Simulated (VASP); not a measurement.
## GaRe2Sb3: relaxation of cell and atoms with PBE

The system is GaRe2Sb3.

```
Ga Re Sb
1.0
     4.54961    0.00000    0.00000
    -2.27480    3.94008    0.00000
     0.00000    0.00000    7.44975
Ga Re Sb
1 2 3
Direct
  0.00000 0.00000 0.50000
  0.66667 0.33333 0.09491
  0.33333 0.66667 0.90509
  0.00000 0.00000 0.00000
  0.66667 0.33333 0.72643
  0.33333 0.66667 0.27357
```

The cell was generated, and may not be a known phase.

```yaml
Program: VASP 6.6.1
Task: relaxation of cell and atoms
Functional: PBE
Potentials_or_basis: VASP PAW PBE potentials, release 64 (Ga_d, Re, Sb)
Cutoff: 600 eV
k_mesh: 6 × 6 × 4
Occupations: gaussian, width 0.1 eV
Spin: no spin polarisation
Dipole_correction: no
Further_INCAR_settings: ALGO = Fast; EDIFF = 1e-06; IBRION = 2; EDIFFG = -0.04; NSW = 90; ISIF = 3
```

```yaml
Relaxed_volume: 22.25 Å³/atom
Relaxed_cell: a = 4.552 Å, b = 4.552 Å, c = 7.438 Å, α = 90.00°, β = 90.00°, γ = 120.00°
Space_group_after_relaxing_to_0.1_Å: P-3m1 (No. 164)
Energy_gained_by_relaxing: 0.0 meV/atom
Ionic_steps: 2
Pressure_after_relaxing: 0.1 GPa
Largest_force_after_relaxing: 0.028 eV/Å
Band_gap_on_the_k_mesh: zero (bands 21 and 22 overlap by 1.05 eV)
```

Forces on the atoms (eV/Å):
```
Ga   0.000  0.000  0.000
Re   0.000  0.000  0.019
Re   0.000  0.000 -0.019
Sb   0.000  0.000  0.000
Sb   0.000  0.000 -0.028
Sb   0.000  0.000  0.028
```

Step by step:
| step | energy change (eV) | largest force (eV/Å) | pressure (GPa) | volume (Å³) |
| --- | --- | --- | --- | --- |
| 1 | 0.0000 | 0.0425 | -0.02 | 133.54 |
| 2 | -0.0002 | 0.0281 | 0.05 | 133.49 |

Final structure:
```xyz
6
Lattice="4.5522 0.0000 0.0000 -2.2761 3.9423 0.0000 0.0000 0.0000 7.4382" Properties=species:S:1:pos:R:3 pbc="T T T"
Ga    0.0000    0.0000    3.7191
Re    2.2761    1.3141    0.7039
Re    0.0000    2.6282    6.7343
Sb    0.0000    0.0000    0.0000
Sb    2.2761    1.3141    5.4037
Sb    0.0000    2.6282    2.0345
```

Levels at points of the mesh, in eV from the Fermi level:
| k point | band 19 | band 20 | band 21 | band 22 | band 23 | band 24 |
| --- | --- | --- | --- | --- | --- | --- |
| (0.00, 0.00, 0.00) | -1.05 | -0.21 | 0.38 | 0.38 | 1.29 | 1.63 |
| (0.50, 0.00, 0.00) | -1.23 | -0.90 | -0.39 | -0.25 | 0.50 | 1.55 |
| (0.00, 0.00, 0.50) | -1.21 | -0.79 | 0.49 | 1.01 | 1.02 | 1.35 |
| (0.50, 0.00, 0.50) | -1.57 | -0.90 | -0.56 | -0.01 | 0.58 | 0.97 |

It took 11 min on 1 thread of Oxide Virtual Turin-like Processor (shared host), peak memory 0.32 GiB.

Caveat: spin-orbit coupling is left out, which moves the levels of the heavy elements.
